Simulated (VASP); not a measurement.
# MgS (m) (F-43m) in VASP: a series of runs

MgS (m) is run at these levels: PBEsol; tasks: single point.

Program: VASP 6.6.1. These are calculated values, not measurements. Logs are shortened: lines on timing, memory, paths and dates and some standing lists are left out, and cuts for length are marked.

## (1) The cell of the first run

The structure is cubic, space group F-43m (No. 216). The conventional cell has a = 5.652 Å, b = 5.652 Å, c = 5.652 Å, α = 90.00°, β = 90.00°, γ = 90.00°. Mg (site symmetry -43m) has 4 S at 2.45 Å within 3.2 Å. Within 3.2 Å of S (site symmetry -43m) lie 4 Mg at 2.45 Å.

## (2) Single point, PBEsol

File INCAR:

```
SYSTEM = MgS
PREC = Accurate
ENCUT = 600
EDIFF = 1E-6
ISMEAR = 0
SIGMA = 0.02
LREAL = .FALSE.
LASPH = .TRUE.
NELM = 120
ALGO = Normal
ISIF = 2
LWAVE = .FALSE.
LCHARG = .FALSE.
GGA = PS
NBANDS = 11
GGA_COMPAT = .FALSE.
```

File KPOINTS:

```
Automatic mesh
0
G
  8 8 8
  0 0 0
```

File POSCAR:

```
MgS
1.0
    0.0000000000      2.8258920348      2.8258920348
    2.8258920348      0.0000000000      2.8258920348
    2.8258920348      2.8258920348      0.0000000000
Mg S
1 1
Direct
    0.0000000000      0.0000000000      0.0000000000
    0.2500000000      0.2500000000      0.2500000000
```

Potentials or basis: VASP PAW PBE potentials, release 64 (Mg, S).

Started as:

```
$ cat potpaw_PBE.64/Mg/POTCAR potpaw_PBE.64/S/POTCAR > POTCAR
$ mpirun -np 1 vasp_std > vasp.out
```

OUTCAR:

```text
SYSTEM = MgS
   PREC = Accurate
   ENCUT = 600
   EDIFF = 1E-6
   ISMEAR = 0
   LREAL = .FALSE.
   LASPH = .TRUE.
   NELM = 120
   ISIF = 2
   GGA = PS

 ion  position               nearest neighbor table
   1  0.000  0.000  0.000-   2 2.45   2 2.45   2 2.45   2 2.45
   2  0.250  0.250  0.250-   1 2.45   1 2.45   1 2.45   1 2.45

  LATTYP: Found a face centered cubic cell.
 ALAT       =     5.6517840696

  Lattice vectors:

 A1 = (   0.0000000000,   2.8258920348,   2.8258920348)
 A2 = (   2.8258920348,   0.0000000000,   2.8258920348)
 A3 = (   2.8258920348,   2.8258920348,   0.0000000000)

Analysis of symmetry for initial positions (statically):
=====================================================================
 Subroutine PRICEL returns:
 Original cell was already a primitive cell.

 Routine SETGRP: Setting up the symmetry group for a
 face centered cubic supercell.

 Subroutine GETGRP returns: Found 24 space group operations
 (whereof 24 operations were pure point group operations)
 out of a pool of 48 trial point group operations.

The static configuration has the point symmetry T_d .

Analysis of symmetry for dynamics (positions and initial velocities):
=====================================================================
 Subroutine PRICEL returns:
 Original cell was already a primitive cell.

 Routine SETGRP: Setting up the symmetry group for a
 face centered cubic supercell.

 Subroutine GETGRP returns: Found 24 space group operations
 (whereof 24 operations were pure point group operations)
 out of a pool of 48 trial point group operations.

The dynamic configuration has the point symmetry T_d .

 Subroutine INISYM returns: Found 24 space group operations
 (whereof 24 operations are pure point group operations),
 and found     1 'primitive' translations

----------------------------------------------------------------------------------------

                                     Primitive cell

  volume of cell :      45.1333

  direct lattice vectors                    reciprocal lattice vectors
     0.000000000  2.825892035  2.825892035    -0.176935281  0.176935281  0.176935281
     2.825892035  0.000000000  2.825892035     0.176935281 -0.176935281  0.176935281
     2.825892035  2.825892035  0.000000000     0.176935281  0.176935281 -0.176935281

  length of vectors
     3.996414841  3.996414841  3.996414841     0.306460896  0.306460896  0.306460896

  position of ions in fractional coordinates (direct lattice)
     0.000000000  0.000000000  0.000000000
     0.250000000  0.250000000  0.250000000

  ion indices of the primitive-cell ions
   primitive index   ion index
                 1           1
                 2           2

----------------------------------------------------------------------------------------

 KPOINTS: Automatic mesh

Automatic generation of k-mesh.
 Grid dimensions read from file:
 generate k-points for:    8    8    8

 Generating k-lattice:

  Cartesian coordinates                     Fractional coordinates (reciprocal lattice)
    -0.022116910  0.022116910  0.022116910     0.125000000  0.000000000  0.000000000
     0.022116910 -0.022116910  0.022116910     0.000000000  0.125000000  0.000000000
     0.022116910  0.022116910 -0.022116910     0.000000000  0.000000000  0.125000000

  Length of vectors
     0.038307612  0.038307612  0.038307612

  Shift w.r.t. Gamma in fractional coordinates (k-lattice)
     0.000000000  0.000000000  0.000000000

 Subroutine IBZKPT returns following result:
 ===========================================

 Found     29 irreducible k-points:

 Following reciprocal coordinates:
            Coordinates               Weight
  0.000000  0.000000  0.000000      1.000000
  0.125000  0.000000  0.000000      8.000000
  0.250000  0.000000  0.000000      8.000000
  0.375000  0.000000  0.000000      8.000000
  0.500000  0.000000  0.000000      4.000000
  0.125000  0.125000  0.000000      6.000000
[... 16 lines left out ...]
  0.500000  0.250000  0.125000     48.000000
 -0.375000  0.250000  0.125000     24.000000
 [... further k-points ...]
   k-points           NKPTS =     29   k-points in BZ     NKDIM =     29   number of bands    NBANDS=     11
   number of dos      NEDOS =    301   number of ions     NIONS =      2
   total plane-waves  NPLWV =  32768
   dimension x,y,z NGX =    32 NGY =   32 NGZ =   32
   dimension x,y,z NGXF=    64 NGYF=   64 NGZF=   64
   ions per type =               1   1
   NGX,Y,Z   is equivalent  to a cutoff of  13.31, 13.31, 13.31 a.u.
   NGXF,Y,Z  is equivalent  to a cutoff of  26.62, 26.62, 26.62 a.u.
 SYSTEM =  MgS
   PREC   = accura    normal or accurate (medium, high low for compatibility)
   ISTART =      0    job   : 0-new  1-cont  2-samecut
   ICHARG =      2    charge: 1-file 2-atom 10-const
   ISPIN  =      1    spin polarized calculation?
   LNONCOLLINEAR =      F non collinear calculations
   LSORBIT =      F    spin-orbit coupling
   LASPH  =      T    aspherical Exc in radial PAW
   ENCUT  =  600.0 eV  44.10 Ry    6.64 a.u.   7.98  7.98  7.98*2*pi/ulx,y,z
   NELM   =    120;   NELMIN=  2; NELMDL= -5     # of ELM steps
   EDIFF  = 0.1E-05   stopping-criterion for ELM
   LREAL  =      F    real-space projection
   EDIFFG = 0.1E-04   stopping-criterion for IOM
   NSW    =      0    number of steps for IOM
   IBRION =     -1    ionic relax: 0-MD 1-quasi-New 2-CG
   NFREE  =      0    steps in history (QN), initial steepest desc. (CG)
   ISIF   =      2    stress and relaxation
   ISYM   =      2    0-nonsym 1-usesym 2-fastsym
   POTIM  = 0.5000    time-step for ionic-motion
   TEBEG  =    0.0;   TEEND  =   0.0 temperature during run
   PSTRESS=    0.0 pullay stress
   NELECT =       8.0000    total number of electrons
   NUPDOWN=      -1.0000    fix difference up-down
   EMIN   =  10.00;   EMAX   =-10.00  energy-range for DOS
   EFERMI =   0.00;   METHOD = LEGACY
   ISMEAR =     0;   SIGMA  =   0.02  broadening in eV -4-tet -1-fermi 0-gaus
   EFERMI_NEDOS =   21; number of points for ismear=-14 and -15
   IALGO  =     38    algorithm
   IMIX   =      4    mixing-type and parameters
     AMIX     =   0.40;   BMIX     =  1.00
     AMIX_MAG =   1.60;   BMIX_MAG =  1.00
  volume/ion in A,a.u.               =      22.57       152.29
  Fermi-wavevector in a.u.,A,eV,Ry     =   0.919615  1.737820 11.506329  0.845691
  Thomas-Fermi vector in A             =   2.044828
   LORBIT       =      0    0 simple, 1 ext, 2 COOP (PROOUT), +10 PAW based schemes
   GGA     = PS    functional components
   LHFCALC =     F    Hartree Fock is set to
   AEXX    =    0.0000 exact exchange contribution
   IVDW    =     0    specifies the selected vdW correction
   LEPSILON=     F    determine dielectric tensor
   LRPA    =     F    only Hartree local field effects (RPA)
 non-spin polarized calculation
 Gauss-broadening in eV      SIGMA  =   0.02
  energy-cutoff  :      600.00
  volume of cell :       45.13
 maximum number of plane-waves:      1540
   NGX = 15   NGY = 15   NGZ = 15

 number of electron       8.0000000 magnetization

 Free energy of the ion-electron system (eV)
  ---------------------------------------------------
  ext. energy  EPLUGINS =         0.00000000
  ---------------------------------------------------
  free energy    TOTEN  =        -8.91806451 eV

  energy without entropy =       -8.91806451  energy(sigma->0) =       -8.91806451

 E-fermi :   1.1628     XC(G=0):  -8.5974

 val. band max:        1.0344308225   @ k =   0.0000   0.0000   0.0000
 cond. band min:       4.3566554595   @ k =   0.0000   0.0000   0.0000
 fundamental gap:      3.3222246370
 Fermi energy:         1.1627832695

 k-point     1 :       0.0000    0.0000    0.0000
  band No.  band energies     occupation
      1     -10.2524      2.00000
      2       1.0344      2.00000
      3       1.0344      2.00000
      4       1.0344      2.00000
      5       4.3567      0.00000
      6       8.9208      0.00000
      7       8.9208      0.00000
      8       8.9208      0.00000
      9      11.8293      0.00000
     10      11.8293      0.00000
     11      14.6249      0.00000

 k-point     2 :       0.1250    0.0000    0.0000
  band No.  band energies     occupation
      1     -10.1628      2.00000
      2       0.3303      2.00000
      3       0.9802      2.00000
      4       0.9802      2.00000
      5       5.0333      0.00000
      6       8.7263      0.00000
      7       9.0997      0.00000
      8       9.0997      0.00000
      9      11.3475      0.00000
     10      11.3475      0.00000
     11      13.9757      0.00000

 k-point     3 :       0.2500    0.0000    0.0000
  band No.  band energies     occupation
      1      -9.9303      2.00000
      2      -0.8663      2.00000
      3       0.8578      2.00000
      4       0.8578      2.00000
      5       5.8968      0.00000
      6       8.7435      0.00000
      7       9.1267      0.00000
      8       9.1267      0.00000
      9      11.3978      0.00000
     10      11.3978      0.00000
     11      13.1137      0.00000

 k-point     4 :       0.3750    0.0000    0.0000
  band No.  band energies     occupation
      1      -9.6694      2.00000
      2      -1.8094      2.00000
      3       0.7459      2.00000
      4       0.7459      2.00000
      5       6.0780      0.00000
      6       8.7575      0.00000
      7       8.7575      0.00000
      8       9.2671      0.00000
      9      12.7156      0.00000
     10      12.7156      0.00000
     11      13.1415      0.00000
[... 239 lines left out ...]
 k-point    22 :       0.3750    0.2500    0.1250
  band No.  band energies     occupation
      1      -9.7502      2.00000
      2      -1.0736      2.00000
      3       0.1695      2.00000
      4       0.6493      2.00000
      5       6.6202      0.00000
      6       7.9183      0.00000
      7       8.5189      0.00000
      8      10.1811      0.00000
      9      10.6908      0.00000
     10      13.3818      0.00000
     11      15.3461      0.00000

 k-point    23 :       0.5000    0.2500    0.1250
  band No.  band energies     occupation
      1      -9.5336      2.00000
      2      -1.5843      2.00000
      3      -0.1877      2.00000
      4       0.4689      2.00000
      5       6.8892      0.00000
      6       7.7194      0.00000
      7       8.8593      0.00000
      8      10.0138      0.00000
      9      11.8338      0.00000
     10      14.4687      0.00000
     11      15.0549      0.00000

 k-point    24 :      -0.3750    0.2500    0.1250
  band No.  band energies     occupation
      1      -9.4371      2.00000
      2      -1.8052      2.00000
      3      -0.2939      2.00000
      4       0.3719      2.00000
      5       6.9663      0.00000
      6       7.4295      0.00000
      7       9.7142      0.00000
      8       9.8088      0.00000
      9      12.3724      0.00000
     10      13.7892      0.00000
     11      15.2107      0.00000

 [... further k-points ...]

------------------------ aborting loop because EDIFF is reached ----------------------------------------

  FORCE on cell =-STRESS in cart. coord.  units (eV):
  Direction    XX          YY          ZZ          XY          YZ          ZX
  --------------------------------------------------------------------------------------
  -------------------------------------------------------------------------------------
  Total       -0.0202175     -0.0202175     -0.0202175     -0.0000000      0.0000000     -0.0000000
  in kB       -0.7176987     -0.7176987     -0.7176987     -0.0000000      0.0000000     -0.0000000
  external PRESSURE =      -0.7176987 kB  Pullay stress =       0.0000000 kB

 VOLUME and BASIS-vectors are now :
 -----------------------------------------------------------------------------
  energy-cutoff  :      600.00
  volume of cell :       45.13
      direct lattice vectors                 reciprocal lattice vectors
     0.000000000  2.825892035  2.825892035    -0.176935281  0.176935281  0.176935281
     2.825892035  0.000000000  2.825892035     0.176935281 -0.176935281  0.176935281
     2.825892035  2.825892035  0.000000000     0.176935281  0.176935281 -0.176935281

 POSITION                                       TOTAL-FORCE (eV/Angst)
 -----------------------------------------------------------------------------------
      0.00000      0.00000      0.00000        -0.000000     -0.000000     -0.000000
      1.41295      1.41295      1.41295         0.000000      0.000000      0.000000
 -----------------------------------------------------------------------------------
    total drift:                               -0.000000     -0.000000     -0.000000

  FREE ENERGIE OF THE ION-ELECTRON SYSTEM (eV)
  ---------------------------------------------------
  free  energy   TOTEN  =        -8.9180645125 eV

  energy  without entropy=       -8.9180645125  energy(sigma->0) =       -8.91806451
```

Run time: 7.7 s. Hardware: 1 thread of Intel Xeon 6975P-C (Granite Rapids), shared host; peak memory 0.18 GiB.

What came out:

| Property | Result |
| --- | --- |
| Free energy | -8.9181 eV |
| Pressure | -0.1 GPa |
| Band gap on the k mesh | 3.32 eV, direct |

Caveat: the PAW data sets were made with another functional, which shifts forces and pressure a little.

## (3) Single point, PBEsol

File INCAR:

```
  PREC = Accurate
  ENCUT = 600
  EDIFF = 1E-6
  ISMEAR = 0
  SIGMA = 0.02
  LREAL = F
  LASPH = T
  NELM = 120
  ALGO = Normal
  ISIF = 2
  LWAVE = F
  LCHARG = T
  GGA = PS
  LELF = T
  LVHAR = T
  NBANDS = 11
  GGA_COMPAT = F
```

File KPOINTS:

```
Automatic mesh
0
Gamma
  8 8 8
```

POSCAR is that of step 2.

Potentials or basis: VASP PAW PBE potentials, release 64 (Mg, S).

Started as:

```
$ cat potpaw_PBE.64/Mg/POTCAR potpaw_PBE.64/S/POTCAR > POTCAR
$ mpirun -np 1 vasp_std > vasp.out
```

OUTCAR:

```text
PREC = Accurate
   ENCUT = 600
   EDIFF = 1E-6
   ISMEAR = 0
   LREAL = F
   LASPH = T
   NELM = 120
   ISIF = 2
   GGA = PS

 ion  position               nearest neighbor table
   1  0.000  0.000  0.000-   2 2.45   2 2.45   2 2.45   2 2.45
   2  0.250  0.250  0.250-   1 2.45   1 2.45   1 2.45   1 2.45

  LATTYP: Found a face centered cubic cell.
 ALAT       =     5.6517840696

  Lattice vectors:

 A1 = (   0.0000000000,   2.8258920348,   2.8258920348)
 A2 = (   2.8258920348,   0.0000000000,   2.8258920348)
 A3 = (   2.8258920348,   2.8258920348,   0.0000000000)
[... 511 lines left out ...]
      6       7.4295      0.00000
      7       9.7142      0.00000
      8       9.8088      0.00000
      9      12.3724      0.00000
     10      13.7892      0.00000
     11      15.2107      0.00000

 [... further k-points ...]
[... 5 lines left out ...]
  --------------------------------------------------------------------------------------
  -------------------------------------------------------------------------------------
  Total       -0.0202175     -0.0202175     -0.0202175     -0.0000000      0.0000000     -0.0000000
  in kB       -0.7176987     -0.7176987     -0.7176987     -0.0000000      0.0000000     -0.0000000
  external PRESSURE =      -0.7176987 kB  Pullay stress =       0.0000000 kB

 VOLUME and BASIS-vectors are now :
 -----------------------------------------------------------------------------
  energy-cutoff  :      600.00
  volume of cell :       45.13
      direct lattice vectors                 reciprocal lattice vectors
     0.000000000  2.825892035  2.825892035    -0.176935281  0.176935281  0.176935281
     2.825892035  0.000000000  2.825892035     0.176935281 -0.176935281  0.176935281
     2.825892035  2.825892035  0.000000000     0.176935281  0.176935281 -0.176935281

 POSITION                                       TOTAL-FORCE (eV/Angst)
 -----------------------------------------------------------------------------------
      0.00000      0.00000      0.00000        -0.000000     -0.000000     -0.000000
      1.41295      1.41295      1.41295         0.000000      0.000000      0.000000
 -----------------------------------------------------------------------------------
    total drift:                               -0.000000     -0.000000     -0.000000

  FREE ENERGIE OF THE ION-ELECTRON SYSTEM (eV)
  ---------------------------------------------------
  free  energy   TOTEN  =        -8.9180645125 eV

  energy  without entropy=       -8.9180645125  energy(sigma->0) =       -8.91806451
```

Run time: 8.4 s. Hardware: 1 thread of Intel Xeon 6975P-C (Granite Rapids), shared host; peak memory 0.18 GiB.

Results:

```
Free energy            : -8.9181 eV
Pressure               : -0.1 GPa
Band gap on the k mesh : 3.32 eV, direct
```

Levels at points of the mesh, in eV from the valence-band top:
```csv
k point,band 2,band 3,band 4,band 5,band 6,band 7
"(0.00, 0.00, 0.00)",0.00,0.00,0.00,3.32,7.89,7.89
"(0.50, 0.00, 0.00)",-3.20,-0.33,-0.33,5.01,7.55,7.55
"(0.50, 0.50, 0.00)",-2.87,-1.06,-1.06,3.71,5.55,11.08
```

Caveat: the PAW data sets were made with another functional, which shifts forces and pressure a little.
